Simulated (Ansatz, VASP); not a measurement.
## BaRe: VASP beside Ansatz

```
Ba Re
1.0
     3.72334    0.00000    0.00000
     0.00000    3.72334    0.00000
     0.00000    0.00000    3.72334
Ba Re
1 1
Direct
  0.00000 0.00000 0.00000
  0.50000 0.50000 0.50000
```

Alike in both runs: task single point; functional PBE; k mesh 8 × 8 × 8; occupations methfessel-paxton of order 1, width 0.15 eV; no spin polarisation.

|  | VASP | Ansatz |
| --- | --- | --- |
| version | VASP 6.6.1 | Ansatz 0.2.0 |
| potentials or method | VASP PAW PBE potentials, release 64 (Ba_sv, Re), cutoff 520 eV | scalar-relativistic, plane waves, PAW |
| valence electrons in the cell | 17 | 25 |

Ansatz gave:

* gap on the k mesh at the Fermi level (eV): none
* pressure (GPa): -0.1

Task: What did VASP give for the same quantities?

Result: gap on the k mesh at the Fermi level (eV): none; pressure (GPa): 1.5.

A gap of «none» marks a metal or a gap that the smearing closes. VASP's potentials hold 17 valence electrons a cell and Ansatz's 25, so a difference there can come from the potentials and not from the codes.

Spin-orbit coupling is off throughout.
